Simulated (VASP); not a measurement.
Input of a VASP 6.6.1 run:

INCAR

```
SYSTEM = BaO
PREC = Accurate
ENCUT = 520
EDIFF = 1E-8
ISMEAR = -1
SIGMA = 0.02
LREAL = .False.
LASPH = .True.
NELM = 120
ALGO = Normal
ISIF = 2
LWAVE = .False.
LCHARG = .False.
GGA = PE
LEFG = .True.
NBANDS = 15
GGA_COMPAT = .False.
```

KPOINTS

```
regular mesh
0
Gamma
  8 8 8
  0 0 0
```

Contents of POSCAR:

```
BaO
1.0
    0.0000000000      2.6938617990      2.6938617990
    2.6938617990      0.0000000000      2.6938617990
    2.6938617990      2.6938617990      0.0000000000
Ba O
1 1
Direct
    0.0000000000      0.0000000000      0.0000000000
    0.5000000000      0.5000000000      0.5000000000
```

Potentials or basis: VASP PAW PBE potentials, release 64 (Ba_sv, O).

Run with:

```sh
$ cat potpaw_PBE.64/Ba_sv/POTCAR potpaw_PBE.64/O/POTCAR > POTCAR
$ mpirun -np 1 vasp_std > vasp.out
```

**Question.** What does it give for the pressure?

**Answer.** 11.3 GPa.

**Question.** Predict the band gap on the k mesh.

**Answer.** 1.65 eV.

Caveat: the cell stands under pressure; spin-orbit coupling is left out, which moves the levels of the heavy elements. A k mesh can miss the band edges.
